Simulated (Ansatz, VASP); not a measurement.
GaN: VASP beside Ansatz

```
Ga N
1.0
     3.16363    0.00000    0.00000
    -1.58182    2.73979    0.00000
     0.00000    0.00000    7.43930
Ga N
3 3
Cartesian
  -0.7909 1.3699 1.2399
  0.7909 1.3699 6.1994
  1.5818 0.0000 3.7196
  0.7909 1.3699 2.4798
  1.5818 0.0000 0.0000
  -0.7909 1.3699 4.9595
```

Alike in both runs: functional PBE; k mesh 12 × 12 × 4; occupations gaussian, width 0.02 eV; no spin polarisation.

Ansatz relaxed the structure, and its values are those at the end. VASP's run is a single point on that final structure, the one shown.

|  | VASP | Ansatz |
| --- | --- | --- |
| version | VASP 6.6.1 | Ansatz 0.2.0 |
| potentials or method | VASP PAW PBE potentials, release 64 (Ga_d, N), cutoff 520 eV | scalar-relativistic, plane waves, PAW |
| valence electrons in the cell | 54 | 54 |

VASP gave:

```
gap on the k mesh at the Fermi level (eV) : 1.20
least direct gap on the mesh (eV)         : 1.20
pressure (GPa)                            : 0.3
```

**Question.** Which values does Ansatz return?

**Answer.** gap on the k mesh at the Fermi level (eV): 1.20; least direct gap on the mesh (eV): 1.20; pressure (GPa): 0.0.
